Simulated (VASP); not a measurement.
# CuSi16 (a cell with a defect) in VASP: single point with PBE

Aim: the single point of CuSi16 (a cell with a defect) with PBE.

Everything below comes from runs of VASP 6.6.1. Logs are shortened: lines on timing, memory, paths and dates and some standing lists are left out, and cuts for length are marked.

### 1 The cell of the first run

The cell holds a defect, 17 atoms: a = 7.679 Å, b = 7.679 Å, c = 7.679 Å, α = 60.00°, β = 60.00°, γ = 60.00°.

### 2 Single point, PBE

File INCAR:

```
PREC = Accurate
ENCUT = 520
EDIFF = 1E-7
ISMEAR = -1
SIGMA = 0.02
LREAL = Auto
LASPH = True
NELM = 100
ALGO = Normal
ISIF = 2
LWAVE = False
LCHARG = True
GGA = PE
LELF = True
LVHAR = True
NELECT = 74.0
NBANDS = 52
```

File KPOINTS:

```
Automatic mesh
0
Gamma
  2 2 2
```

File POSCAR:

```
CuSi16
1.0
    0.0000000000      5.4300000000      5.4300000000
    5.4300000000      0.0000000000      5.4300000000
    5.4300000000      5.4300000000      0.0000000000
Si Cu
16 1
Direct
   -0.0136863930      0.0061664870      0.0040193463
    0.1184355975      0.1304708624      0.1245063901
    0.0337571860     -0.0175310011      0.4925611237
    0.1186779864      0.1311754671      0.6270312227
   -0.0148272516      0.5058245093      0.0081063279
    0.1120765226      0.6330016773      0.1269264183
   -0.0140628517      0.5062753991      0.4998180456
    0.1210082379      0.6134370240      0.6326717722
    0.5073664862      0.0014156002     -0.0069024564
    0.6116700881      0.1365937312      0.1257165316
    0.5074155308      0.0018269793      0.4978340728
    0.6622495555      0.1126605914      0.6124826032
    0.4856173507      0.5083160779      0.0022241407
    0.6106846208      0.6291996635      0.1282892574
    0.5069548241      0.4908302866      0.5007873334
    0.6114388382      0.6295167579      0.6301675998
    0.2909106716      0.2226666867      0.7442652705
```

Potentials or basis: VASP PAW PBE potentials, release 64 (Si, Cu).

On the command line:

```bash
$ cat potpaw_PBE.64/Si/POTCAR potpaw_PBE.64/Cu/POTCAR > POTCAR
$ mpirun -np 1 vasp_std > vasp.out
```

OUTCAR:

```text
PREC = Accurate
   ENCUT = 520
   EDIFF = 1E-7
   ISMEAR = -1
   LREAL = Auto
   LASPH = True
   NELM = 100
   ISIF = 2
   GGA = PE
   NELECT = 74.0

 ion  position               nearest neighbor table
   1  0.986  0.006  0.004-   6 2.34  10 2.35   2 2.36   4 2.36  17 2.85
   2  0.118  0.130  0.125-   3 2.32   5 2.35   1 2.36  17 2.41   9 2.44
   3  0.034  0.982  0.493-   2 2.32   4 2.32   8 2.33  12 2.33
   4  0.119  0.131  0.627-   3 2.32   7 2.35   1 2.36  17 2.41  11 2.44
   5  0.985  0.506  0.008-   6 2.34  14 2.35   2 2.35   8 2.36
   6  0.112  0.633  0.127-   7 2.34   5 2.34   1 2.34  13 2.34
   7  0.986  0.506  0.500-   6 2.34  16 2.35   4 2.35   8 2.35
   8  0.121  0.613  0.633-   3 2.33   7 2.35   5 2.36  15 2.42  17 2.46
   9  0.507  0.001  0.993-  10 2.34  14 2.34  12 2.39   2 2.44  17 2.53
  10  0.612  0.137  0.126-  13 2.33   9 2.34  11 2.34   1 2.35
  11  0.507  0.002  0.498-  10 2.34  16 2.34  12 2.39   4 2.44  17 2.54
  12  0.662  0.113  0.612-   3 2.33  17 2.33  15 2.38  11 2.39   9 2.39
  13  0.486  0.508  0.002-  10 2.33  14 2.33  16 2.33   6 2.34
  14  0.611  0.629  0.128-  13 2.33   9 2.34  15 2.34   5 2.35
  15  0.507  0.491  0.501-  14 2.34  16 2.34  12 2.38   8 2.42  17 2.64
  16  0.611  0.630  0.630-  13 2.33  11 2.34  15 2.34   7 2.35
  17  0.291  0.223  0.744-  12 2.33   2 2.41   4 2.41   8 2.46   9 2.53  11 2.54  15 2.64   1 2.85

  LATTYP: Found a face centered cubic cell.
 ALAT       =    10.8600000000

  Lattice vectors:

 A1 = (   0.0000000000,   5.4300000000,   5.4300000000)
 A2 = (   5.4300000000,   0.0000000000,   5.4300000000)
 A3 = (   5.4300000000,   5.4300000000,   0.0000000000)

Analysis of symmetry for initial positions (statically):
=====================================================================
 Subroutine PRICEL returns:
 Original cell was already a primitive cell.

 Routine SETGRP: Setting up the symmetry group for a
 face centered cubic supercell.

 Subroutine GETGRP returns: Found  1 space group operations
 (whereof  1 operations were pure point group operations)
 out of a pool of 48 trial point group operations.

The static configuration has the point symmetry C_1 .

Analysis of symmetry for dynamics (positions and initial velocities):
=====================================================================
 Subroutine PRICEL returns:
 Original cell was already a primitive cell.

 Routine SETGRP: Setting up the symmetry group for a
 face centered cubic supercell.

 Subroutine GETGRP returns: Found  1 space group operations
 (whereof  1 operations were pure point group operations)
 out of a pool of 48 trial point group operations.

The dynamic configuration has the point symmetry C_1 .

 Subroutine INISYM returns: Found  1 space group operations
 (whereof  1 operations are pure point group operations),
 and found     1 'primitive' translations

----------------------------------------------------------------------------------------

                                     Primitive cell

  volume of cell :     320.2060

  direct lattice vectors                    reciprocal lattice vectors
     0.000000000  5.430000000  5.430000000    -0.092081031  0.092081031  0.092081031
     5.430000000  0.000000000  5.430000000     0.092081031 -0.092081031  0.092081031
     5.430000000  5.430000000  0.000000000     0.092081031  0.092081031 -0.092081031

  length of vectors
     7.679179644  7.679179644  7.679179644     0.159489025  0.159489025  0.159489025

  position of ions in fractional coordinates (direct lattice)
     0.986313607  0.006166487  0.004019346
     0.118435598  0.130470862  0.124506390
     0.033757186  0.982468999  0.492561124
     0.118677986  0.131175467  0.627031223
     0.985172748  0.505824509  0.008106328
     0.112076523  0.633001677  0.126926418
[... 9 lines left out ...]
     0.611438838  0.629516758  0.630167600
     0.290910672  0.222666687  0.744265271

  ion indices of the primitive-cell ions
   primitive index   ion index
                 1           1
                 2           2
                 3           3
                 4           4
                 5           5
                 6           6
[... 9 lines left out ...]
                16          16
                17          17

----------------------------------------------------------------------------------------

 KPOINTS: Automatic mesh

Automatic generation of k-mesh.
 Grid dimensions read from file:
 generate k-points for:    2    2    2

 Generating k-lattice:

  Cartesian coordinates                     Fractional coordinates (reciprocal lattice)
    -0.046040516  0.046040516  0.046040516     0.500000000  0.000000000  0.000000000
     0.046040516 -0.046040516  0.046040516     0.000000000  0.500000000  0.000000000
     0.046040516  0.046040516 -0.046040516     0.000000000  0.000000000  0.500000000

  Length of vectors
     0.079744512  0.079744512  0.079744512

  Shift w.r.t. Gamma in fractional coordinates (k-lattice)
     0.000000000  0.000000000  0.000000000

 Subroutine IBZKPT returns following result:
 ===========================================

 Found      8 irreducible k-points:

 Following reciprocal coordinates:
            Coordinates               Weight
  0.000000  0.000000  0.000000      1.000000
  0.500000  0.000000  0.000000      1.000000
  0.000000  0.500000  0.000000      1.000000
  0.000000  0.000000  0.500000      1.000000
  0.500000  0.500000  0.500000      1.000000
  0.500000  0.500000  0.000000      1.000000
  0.000000  0.500000  0.500000      1.000000
  0.500000  0.000000  0.500000      1.000000
   k-points           NKPTS =      8   k-points in BZ     NKDIM =      8   number of bands    NBANDS=     52
   number of dos      NEDOS =    301   number of ions     NIONS =     17
   total plane-waves  NPLWV = 216000
   dimension x,y,z NGX =    60 NGY =   60 NGZ =   60
   dimension x,y,z NGXF=   120 NGYF=  120 NGZF=  120
   ions per type =              16   1
   NGX,Y,Z   is equivalent  to a cutoff of  12.99, 12.99, 12.99 a.u.
   NGXF,Y,Z  is equivalent  to a cutoff of  25.98, 25.98, 25.98 a.u.
 SYSTEM =  unknown system
   PREC   = accura    normal or accurate (medium, high low for compatibility)
   ISTART =      0    job   : 0-new  1-cont  2-samecut
   ICHARG =      2    charge: 1-file 2-atom 10-const
   ISPIN  =      1    spin polarized calculation?
   LNONCOLLINEAR =      F non collinear calculations
   LSORBIT =      F    spin-orbit coupling
   LASPH  =      T    aspherical Exc in radial PAW
   ENCUT  =  520.0 eV  38.22 Ry    6.18 a.u.  14.28 14.28 14.28*2*pi/ulx,y,z
   NELM   =    100;   NELMIN=  2; NELMDL= -5     # of ELM steps
   EDIFF  = 0.1E-06   stopping-criterion for ELM
   LREAL  =      T    real-space projection
   EDIFFG = 0.1E-05   stopping-criterion for IOM
   NSW    =      0    number of steps for IOM
   IBRION =     -1    ionic relax: 0-MD 1-quasi-New 2-CG
   NFREE  =      0    steps in history (QN), initial steepest desc. (CG)
   ISIF   =      2    stress and relaxation
   ISYM   =      2    0-nonsym 1-usesym 2-fastsym
   POTIM  = 0.5000    time-step for ionic-motion
   TEBEG  =    0.0;   TEEND  =   0.0 temperature during run
   PSTRESS=    0.0 pullay stress
   NELECT =      74.0000    total number of electrons
   NUPDOWN=      -1.0000    fix difference up-down
   EMIN   =  10.00;   EMAX   =-10.00  energy-range for DOS
   EFERMI =   0.00;   METHOD = LEGACY
   ISMEAR =    -1;   SIGMA  =   0.02  broadening in eV -4-tet -1-fermi 0-gaus
   EFERMI_NEDOS =   21; number of points for ismear=-14 and -15
   IALGO  =     38    algorithm
   IMIX   =      4    mixing-type and parameters
     AMIX     =   0.40;   BMIX     =  1.00
     AMIX_MAG =   1.60;   BMIX_MAG =  1.00
  volume/ion in A,a.u.               =      18.84       127.11
  Fermi-wavevector in a.u.,A,eV,Ry     =   1.004636  1.898488 13.732283  1.009294
  Thomas-Fermi vector in A             =   2.137265
   LORBIT       =      0    0 simple, 1 ext, 2 COOP (PROOUT), +10 PAW based schemes
   GGA     = PE    functional components
   LHFCALC =     F    Hartree Fock is set to
   AEXX    =    0.0000 exact exchange contribution
   IVDW    =     0    specifies the selected vdW correction
   LEPSILON=     F    determine dielectric tensor
   LRPA    =     F    only Hartree local field effects (RPA)
 non-spin polarized calculation
  energy-cutoff  :      520.00
  volume of cell :      320.21
 maximum number of plane-waves:      8646
 NGX is ok and might be reduce to    60
   NGX = 29   NGY = 29   NGZ = 29

 number of electron      74.0000001 magnetization

 Free energy of the ion-electron system (eV)
  ---------------------------------------------------
  ext. energy  EPLUGINS =         0.00000000
  ---------------------------------------------------
  free energy    TOTEN  =       -94.21910261 eV

  energy without entropy =      -94.21907896  energy(sigma->0) =      -94.21909079

 E-fermi :   6.3847     XC(G=0):  -9.6083

 val. band max:        6.2151162397   @ k =   0.0000   0.0000   0.0000
 cond. band min:       6.5506697801   @ k =   0.0000   0.0000   0.0000
 fundamental gap:      0.3355535405
 Fermi energy:         6.3846578740

 k-point     1 :       0.0000    0.0000    0.0000
  band No.  band energies     occupation
      1      -5.8950      2.00000
      2      -3.5474      2.00000
      3      -3.5059      2.00000
      4      -3.4753      2.00000
      5      -3.4688      2.00000
      6      -2.0433      2.00000
[... 41 lines left out ...]
     48       8.4555      0.00000
     49       8.7262      0.00000

 k-point     2 :       0.5000    0.0000    0.0000
  band No.  band energies     occupation
      1      -5.1876      2.00000
      2      -4.9849      2.00000
      3      -3.3315      2.00000
      4      -3.1897      2.00000
      5      -3.1729      2.00000
      6      -3.0354      2.00000
[... 304 lines left out ...]
 k-point     8 :       0.5000    0.0000    0.5000
  band No.  band energies     occupation
      1      -4.9332      2.00000
      2      -4.7218      2.00000
      3      -3.8698      2.00000
      4      -3.7783      2.00000
      5      -3.7460      2.00000
      6      -3.7374      2.00000
[... 41 lines left out ...]
     48      10.4987      0.00000
     49      10.5116      0.00000
 [bands above 49 left out]

------------------------ aborting loop because EDIFF is reached ----------------------------------------

  FORCE on cell =-STRESS in cart. coord.  units (eV):
  Direction    XX          YY          ZZ          XY          YZ          ZX
  --------------------------------------------------------------------------------------
  -------------------------------------------------------------------------------------
  Total       -1.7305092     -1.6874171     -2.0624484      0.0374053      0.2531485     -0.2782433
  in kB       -8.6587464     -8.4431313    -10.3196313      0.1871606      1.2666497     -1.3922133
  external PRESSURE =      -9.1405030 kB  Pullay stress =       0.0000000 kB

 VOLUME and BASIS-vectors are now :
 -----------------------------------------------------------------------------
  energy-cutoff  :      520.00
  volume of cell :      320.21
      direct lattice vectors                 reciprocal lattice vectors
     0.000000000  5.430000000  5.430000000    -0.092081031  0.092081031  0.092081031
     5.430000000  0.000000000  5.430000000     0.092081031 -0.092081031  0.092081031
     5.430000000  5.430000000  0.000000000     0.092081031  0.092081031 -0.092081031

 POSITION                                       TOTAL-FORCE (eV/Angst)
 -----------------------------------------------------------------------------------
      0.05531      5.37751      5.38917        -0.001671     -0.001206     -0.012810
      1.38453      1.31917      1.35156         0.005398      0.003004     -0.013701
      8.00941      2.85791      5.51811         0.002764     -0.005576     -0.010716
      4.11706      4.04920      1.35670        -0.012677      0.001535     -0.013547
      2.79064      5.39351      8.09612        -0.005112      0.006239      0.004397
      4.12641      1.29779      4.04577         0.000049      0.002251      0.003498
[... 9 lines left out ...]
      6.84009      6.74192      6.73839         0.002441      0.004335      0.000654
      5.25044      5.62101      2.78873         0.012992     -0.021834      0.019274
 -----------------------------------------------------------------------------------
    total drift:                               -0.001626      0.002552     -0.005651

  FREE ENERGIE OF THE ION-ELECTRON SYSTEM (eV)
  ---------------------------------------------------
  free  energy   TOTEN  =       -94.2191026079 eV

  energy  without entropy=      -94.2190789639  energy(sigma->0) =      -94.21909079
```

It took 5.9 min on 1 thread of Intel Xeon Platinum 8259CL at 2.50GHz (Skylake/Cascade Lake), shared host; peak memory 0.5 GiB.

What came out:

```yaml
Free_energy: -94.2191 eV
Largest_force: 0.032 eV/Å
```

Forces on the atoms (eV/Å):
```
Si  -0.002 -0.001 -0.013
Si   0.005  0.003 -0.014
Si   0.003 -0.006 -0.011
Si  -0.013  0.002 -0.014
Si  -0.005  0.006  0.004
Si   0.000  0.002  0.003
Si  -0.004 -0.008 -0.004
Si   0.009 -0.001  0.012
Si   0.002  0.016 -0.006
Si   0.000 -0.001  0.010
Si  -0.008 -0.002 -0.008
Si  -0.010  0.010  0.009
Si   0.007 -0.002  0.004
Si  -0.006  0.006  0.009
Si   0.005 -0.005 -0.004
Si   0.002  0.004  0.001
Cu   0.013 -0.022  0.019
```

Caveat: the k points lie up to 0.50 Å⁻¹ apart; the cell carries a net charge on a neutralising background, which shifts energy and pressure; the cell is charged against a uniform background, so pressure and absolute levels hang on convention.
